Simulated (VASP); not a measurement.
Here is a VASP 6.6.1 calculation.

Contents of INCAR:

```
PREC = Accurate
ENCUT = 520
EDIFF = 1E-6
ISMEAR = -1
SIGMA = 0.05
LREAL = Auto
LASPH = True
NELM = 60
ALGO = Normal
ISIF = 2
LWAVE = False
LCHARG = False
GGA = PS
NELECT = 506.0
ISYM = 0
NBANDS = 292
```

The input KPOINTS:

```
Automatic mesh
0
Gamma
  1 1 1
  0.25 0.25 0.25
```

Contents of POSCAR:

```
Sr32HO31
1.0
   10.2454930000      0.0000000000      0.0000000000
    0.0000000000     10.2454930000      0.0000000000
    0.0000000000      0.0000000000     10.2454930000
O H Sr
31 1 32
Direct
    0.2496350000      0.9999670000      0.9996330000
    0.2496210000      0.9999770000      0.4996460000
    0.2496390000      0.4999680000      0.9996520000
    0.7496150000      0.9999980000      0.9996360000
    0.7495930000      0.0000030000      0.4996270000
    0.7496180000      0.4999830000      0.9996110000
    0.7495330000      0.5000150000      0.4996110000
    0.0002260000      0.2505700000      0.9996050000
    0.0014800000      0.2519060000      0.4996000000
    0.0002570000      0.7493730000      0.9995840000
    0.0015860000      0.7480400000      0.4996040000
    0.4990230000      0.2505630000      0.9996090000
    0.4976360000      0.2519210000      0.4996150000
    0.4990470000      0.7493710000      0.9996170000
    0.4977510000      0.7481380000      0.4996290000
    0.0002290000      0.9999890000      0.2502370000
    0.0002160000      0.9999960000      0.7490400000
    0.0015340000      0.4999720000      0.2515120000
    0.0015640000      0.4999930000      0.7476470000
    0.4990210000      0.9999850000      0.2502410000
    0.4990310000      0.9999870000      0.7490310000
    0.4976940000      0.4999890000      0.2515320000
    0.4977100000      0.5000060000      0.7477320000
    0.2495920000      0.2518780000      0.2515120000
    0.2496000000      0.2519120000      0.7476740000
    0.2496500000      0.7480470000      0.2515570000
    0.2496570000      0.7480730000      0.7477090000
    0.7496160000      0.2506070000      0.2502130000
    0.7496190000      0.2505880000      0.7490150000
    0.7496500000      0.7494110000      0.2502000000
    0.7496470000      0.7494080000      0.7490100000
    0.2495410000      0.4999760000      0.4996540000
    0.9986520000      0.9999760000      0.9996120000
    0.9973660000      0.9999920000      0.4996390000
    0.9973660000      0.4999820000      0.9996500000
    0.9892290000      0.4999380000      0.4996120000
    0.5005180000      0.0000020000      0.9996460000
    0.5018070000      0.9999780000      0.4996330000
    0.5018030000      0.4999910000      0.9996310000
    0.5098220000      0.5000450000      0.4996600000
    0.2495890000      0.2477610000      0.9996370000
    0.2495350000      0.2396720000      0.4995880000
    0.2495980000      0.7522140000      0.9996370000
    0.2496470000      0.7602870000      0.4996780000
    0.7495750000      0.2490480000      0.9996250000
    0.7495630000      0.2477710000      0.4996320000
    0.7496080000      0.7509180000      0.9996460000
    0.7495640000      0.7522100000      0.4996330000
    0.2495900000      0.9999920000      0.2474140000
    0.2496020000      0.9999800000      0.7518540000
    0.2495560000      0.4999370000      0.2393310000
    0.2496170000      0.5000280000      0.7599560000
    0.7495770000      0.9999710000      0.2487060000
    0.7495920000      0.0000020000      0.7505650000
    0.7495610000      0.4999790000      0.2474170000
    0.7495620000      0.4999860000      0.7518560000
    0.9994110000      0.2498080000      0.2494510000
    0.9994420000      0.2498450000      0.7497650000
    0.9994760000      0.7501250000      0.2495090000
    0.9994450000      0.7501170000      0.7497600000
    0.4997190000      0.2498630000      0.2495070000
    0.4997100000      0.2498530000      0.7497580000
    0.4997260000      0.7501310000      0.2494830000
    0.4997660000      0.7501700000      0.7498040000
```

Potentials or basis: VASP PAW PBE potentials, release 64 (O, H, Sr_sv).

Command:

```console
$ cat potpaw_PBE.64/O/POTCAR potpaw_PBE.64/H/POTCAR potpaw_PBE.64/Sr_sv/POTCAR > POTCAR
$ mpirun -np 1 vasp_std > vasp.out
```

Q: What does it give for the largest force?

A: 0.033 eV/Å.

Forces on the atoms (eV/Å):
```
O    0.000  0.000  0.002
O    0.000  0.000  0.001
O    0.000  0.000  0.001
O    0.001 -0.001  0.001
O    0.002  0.000  0.002
O    0.001  0.000  0.002
O    0.001 -0.001  0.003
O   -0.002 -0.001  0.000
O   -0.006 -0.008  0.002
O   -0.003  0.002  0.001
O   -0.008  0.008  0.002
O    0.000  0.000  0.002
O    0.007 -0.005  0.001
O    0.000  0.003  0.002
O    0.004  0.004  0.001
O   -0.002  0.000 -0.002
O   -0.001  0.000  0.001
O   -0.008  0.000 -0.006
O   -0.008  0.000  0.010
O    0.000  0.000  0.000
O    0.001  0.001  0.003
O    0.007  0.000 -0.004
O    0.004  0.000  0.003
O    0.002 -0.006 -0.006
O    0.001 -0.006  0.007
O    0.000  0.007 -0.006
O    0.000  0.006  0.006
O   -0.002 -0.002  0.000
O    0.000 -0.001  0.001
O   -0.002  0.000  0.000
O    0.000  0.001  0.001
H    0.001  0.000  0.000
Sr   0.002  0.000  0.001
Sr   0.001 -0.002 -0.001
Sr   0.002  0.000 -0.003
Sr   0.033  0.003  0.000
Sr   0.002  0.000 -0.001
Sr  -0.002  0.002 -0.001
Sr  -0.001  0.000  0.000
Sr  -0.028 -0.003 -0.002
Sr   0.000  0.001 -0.003
Sr   0.002  0.031  0.002
Sr   0.000 -0.002  0.000
Sr  -0.004 -0.031 -0.004
Sr   0.001  0.001  0.000
Sr  -0.001  0.001 -0.001
Sr   0.001  0.000 -0.001
Sr   0.003 -0.001 -0.001
Sr   0.000 -0.002  0.001
Sr  -0.001  0.001 -0.002
Sr   0.001  0.003  0.030
Sr  -0.003 -0.003 -0.032
Sr   0.001  0.001  0.000
Sr   0.000  0.000  0.000
Sr   0.001  0.001  0.000
Sr   0.002  0.000 -0.003
Sr   0.000  0.001  0.000
Sr   0.001  0.001 -0.001
Sr   0.000  0.000 -0.001
Sr   0.000 -0.001 -0.002
Sr   0.000 -0.001 -0.002
Sr  -0.001 -0.001 -0.002
Sr   0.000  0.000 -0.002
Sr  -0.001  0.000 -0.001
```

Caveat: the cell carries a net charge on a neutralising background, which shifts energy and pressure; the PAW data sets were made with another functional, which shifts forces and pressure a little.
